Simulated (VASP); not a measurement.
Set up this calculation in VASP 6.6.1, as the native input.

| Property | Result |
| --- | --- |
| Task | single point |
| Functional | PBE |
| Potentials or basis | VASP PAW PBE potentials, release 64 (Li_sv, Ta_pv, Be, N) |
| Cutoff | 750 eV |
| k mesh | 4 × 4 × 2 |
| Occupations | gaussian, width 0.15 eV |
| Spin | no spin polarisation |
| Dipole correction | no |
| Further INCAR settings | ALGO = Normal; EDIFF = 1e-06; NBANDS = 26 |

The structure of LiTaBe2N3 lies in POSCAR:

```
LiTaBe2N3
1.0
    3.5237212005     -0.0000000029      0.0000000000
   -1.7618605977      3.0516320770      0.0000000000
    0.0000000000      0.0000000000      7.0473817278
Li Ta Be N
1 1 2 3
Direct
    0.3333333333      0.6666666667      0.5000000000
    0.6666666667      0.3333333333      0.0000000000
    0.0000000000      0.0000000000      0.5000000000
    0.3333333333      0.6666666667      0.0000000000
    0.3333333333      0.6666666667      0.2039723039
    0.3333333333      0.6666666667      0.7960276961
    0.6666666667      0.3333333333      0.5000000000
```

The cell was generated, and may not be a known phase.

One way to write it, as run:

INCAR

```
SYSTEM = LiTaBe2N3
  PREC = Accurate
  ENCUT = 750
  EDIFF = 1E-6
  ISMEAR = 0
  SIGMA = 0.15
  LREAL = .False.
  LASPH = .True.
  NELM = 120
  ALGO = Normal
  ISIF = 2
  LWAVE = .False.
  LCHARG = .True.
  GGA = PE
  LELF = .True.
  LVHAR = .True.
  NBANDS = 26
  GGA_COMPAT = .False.
```

KPOINTS

```
regular mesh
0
Gamma
  4 4 2
  0 0 0
```

Potentials or basis: VASP PAW PBE potentials, release 64 (Li_sv, Ta_pv, Be, N).

Run with:

```sh
$ cat potpaw_PBE.64/Li_sv/POTCAR potpaw_PBE.64/Ta_pv/POTCAR potpaw_PBE.64/Be/POTCAR potpaw_PBE.64/N/POTCAR > POTCAR
$ mpirun -np 1 vasp_std > vasp.out
```

It gave:

The pressure is 0.1 GPa, the largest force is 0.050 eV/Å and the band gap on the k mesh is zero (an odd number of electrons rules out a gap without spin polarisation).

Caveat: the k points lie up to 0.51 Å⁻¹ apart, too coarse for converged energies and pressures of a metal; spin-orbit coupling is left out, which moves the levels of the heavy elements.

Wall time 39 s on 1 thread of AMD EPYC 7R43 64-Core Processor (Zen 3), with other jobs on the host, peak memory 0.21 GiB.
